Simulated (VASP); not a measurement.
## Ta2C: single point with r2SCAN

The system is Ta2C.

```
CELL_PARAMETERS angstrom
3.04797 0.00000 0.00000
-1.52399 2.63962 0.00000
0.00000 0.00000 4.84113
ATOMIC_POSITIONS crystal
Ta 0.33333 0.66667 0.25640
Ta 0.66667 0.33333 0.74360
C 0.00000 0.00000 0.00000
```

* Program: VASP 6.6.1
* Task: single point
* Functional: r2SCAN
* Potentials or basis: VASP PAW PBE potentials, release 64 (Ta_pv, C)
* Cutoff: 520 eV
* k mesh: 12 × 12 × 7
* Occupations: fermi-dirac, width 0.1 eV
* Spin: no spin polarisation

```yaml
Pressure: 20.1 GPa
Largest_force: 0.033 eV/Å
Band_gap_on_the_k_mesh: zero (band 13 reaches 7.62 eV, above the bottom of band 14 at 6.85 eV)
```

Forces on the atoms (eV/Å):
```
Ta   0.000  0.000  0.033
Ta   0.000  0.000 -0.033
C    0.000  0.000  0.000
```

Stress tensor (GPa, compression positive):
```
19.94  0.00  0.00
 0.00 19.94  0.00
 0.00  0.00 20.40
```

Levels at points of the mesh, in eV from the Fermi level:
| k point | band 9 | band 10 | band 11 | band 12 | band 13 | band 14 | band 15 | band 16 | band 17 | band 18 |
| --- | --- | --- | --- | --- | --- | --- | --- | --- | --- | --- |
| (0.00, 0.00, 0.00) | -3.96 | -3.96 | -3.41 | 0.01 | 0.52 | 0.52 | 1.28 | 1.28 | 2.52 | 2.52 |
| (0.50, 0.00, 0.00) | -4.88 | -4.45 | -4.22 | -2.19 | -0.34 | 3.55 | 3.84 | 5.10 | 5.78 | 5.79 |

Run time: 3.4 min on 1 thread of AMD EPYC 9R45 96-Core Processor (Zen 5) (shared host), peak memory 0.19 GiB.

Caveat: the PAW data sets were made with another functional, which shifts forces and pressure a little; spin-orbit coupling is left out, which moves the levels of the heavy elements.
